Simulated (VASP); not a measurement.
**GaP: single point with PBE**

GaP:

```
Ga P
1.0
     0.00000    2.61491    2.75254
     2.61491    0.00000    2.75254
     2.61491    2.61491    0.00000
Ga P
1 1
Direct
  0.00000 0.00000 0.00000
  0.75000 0.75000 0.75000
```

This cell differs from its parent crystal: strain -0.050 along x and y, +0.000 along z.

| Item | Value |
| --- | --- |
| Program | VASP 6.6.1 |
| Task | single point |
| Functional | PBE |
| Potentials or basis | VASP PAW PBE potentials, release 64 (Ga_d, P) |
| Cutoff | 520 eV |
| k mesh | 8 × 8 × 8 |
| Occupations | gaussian, width 0.05 eV |
| Spin | no spin polarisation |
| Dipole correction | no |
| Further INCAR settings | ALGO = Normal; EDIFF = 1e-07; NBANDS = 16 |

The pressure is 9.8 GPa and the band gap on the k mesh is 1.25 eV, indirect (least direct gap 2.31 eV).

Stress tensor (GPa, compression positive):
```
11.21  0.00  0.00
 0.00 11.21  0.00
 0.00  0.00  7.05
```

Levels at points of the mesh, in eV from the valence-band top:
```csv
k point,band 6,band 7,band 8,band 9,band 10,band 11,band 12,band 13
"(0.00, 0.00, 0.00)",-13.17,-0.33,0.00,0.00,2.31,3.73,3.73,3.84
"(0.50, 0.00, 0.00)",-10.85,-7.17,-1.57,-1.10,1.71,4.46,4.80,8.32
"(0.50, 0.50, 0.00)",-10.03,-7.46,-2.79,-2.79,1.65,1.97,11.06,11.06
"(0.50, 0.00, 0.50)",-9.76,-7.09,-3.19,-3.15,1.26,1.47,10.74,10.88
```

Run time: 66 s on 1 thread of AMD EPYC 7R43 64-Core Processor (Zen 3), with other jobs on the host, peak memory 0.14 GiB.

Caveat: the cell differs from its parent crystal (strain -0.050 along x and y, +0.000 along z). A k mesh can miss the band edges.
